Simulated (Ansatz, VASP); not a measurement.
## One calculation of BN, two programs

INCAR

```
  ALGO = Normal
  EDIFF = 1E-7
  ENCUT = 520
  GGA = PE
  ISIF = 2
  ISMEAR = 0
  LASPH = True
  LCHARG = False
  LREAL = False
  LWAVE = False
  NBANDS = 11
  NELM = 60
  PREC = Accurate
  SIGMA = 0.05
```

The input KPOINTS:

```
k-points
0
Gamma
  12 12 12
```

The input POSCAR:

```
BN
1.0
    0.0000000000      1.8401960150      1.7586109700
    1.8401960150      0.0000000000      1.7586109700
    1.8401960150      1.8401960150      0.0000000000
B N
1 1
Direct
    0.0000000000      0.0000000000      0.0000000000
    0.7500000000      0.7500000000      0.7500000000
```

Input for Ansatz:

```yaml
crystal:
  lattice:
    - [0.0, 1.840196015, 1.75861097]
    - [1.840196015, 0.0, 1.75861097]
    - [1.840196015, 1.840196015, 0.0]
  atoms:
    - { symbol: B, position: [0.0, 0.0, 0.0] }
    - { symbol: "N", position: [0.75, 0.75, 0.75] }
basis:
  ecutwfc: 420
kpoints:
  mp_grid: { grid: [12, 12, 12] }
hamiltonian:
  xc: pbe
scf:
  occupations: { method: gaussian, width: 0.05 }
output:
  forces: true
  stress: true
  eigenvalues: true
```

Change from the starting cell: strain +0.015 along x and y, -0.030 along z, atoms carried along.

Alike in both runs: task single point; functional PBE; k mesh 12 × 12 × 12; occupations gaussian, width 0.05 eV; no spin polarisation.

|  | VASP | Ansatz |
| --- | --- | --- |
| version | VASP 6.6.1 | Ansatz 0.2.0 |
| potentials or method | VASP PAW PBE potentials, release 64 (B, N), cutoff 520 eV | scalar-relativistic, plane waves, PAW |
| valence electrons in the cell | 8 | 8 |

|  | VASP | Ansatz | Ansatz less VASP |
| --- | --- | --- | --- |
| gap on the k mesh at the Fermi level (eV) | 3.68 | 3.69 | +0.012 |
| least direct gap on the mesh (eV) | 8.31 | 8.32 | +0.011 |
| pressure (GPa) | 0.0 | -0.2 | -0.23 |
| traceless stress, the component that is largest in VASP (GPa) | 17.29 | 17.28 | -0.012 |
